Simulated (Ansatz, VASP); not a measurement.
## Ir in VASP and in Ansatz

```
CELL_PARAMETERS angstrom
2.79265 0.00000 0.00000
-1.39632 2.41850 0.00000
0.00000 0.00000 4.39536
ATOMIC_POSITIONS crystal
Ir 0.66667 0.33333 0.75000
Ir 0.33333 0.66667 0.25000
```

Change from the starting cell: strain +0.015 along x and y, -0.015 along z, atoms carried along.

Alike in both runs: task single point; functional r2SCAN; k mesh 18 × 18 × 12; occupations gaussian, width 0.15 eV; no spin polarisation.

|  | VASP | Ansatz |
| --- | --- | --- |
| version | VASP 6.6.1 | Ansatz 0.2.0 |
| potentials or method | VASP PAW PBE potentials, release 64 (Ir), cutoff 520 eV | scalar-relativistic, plane waves, PAW |
| valence electrons in the cell | 18 | 34 |

```csv
,VASP,Ansatz,Ansatz less VASP
gap on the k mesh at the Fermi level (eV),none,none,-
pressure (GPa),-10.9,-12.9,-2.04
"traceless stress, the component that is largest in VASP (GPa)",6.24,6.08,-0.159
```

VASP's potentials were made for PBE, not for r2SCAN. A gap of «none» marks a metal or a gap that the smearing closes. The functional is the same, so the differences come from potentials, cutoffs and numerics. VASP's potentials hold 18 valence electrons a cell and Ansatz's 34, so a difference there can come from the potentials and not from the codes.

Spin-orbit coupling is off throughout.
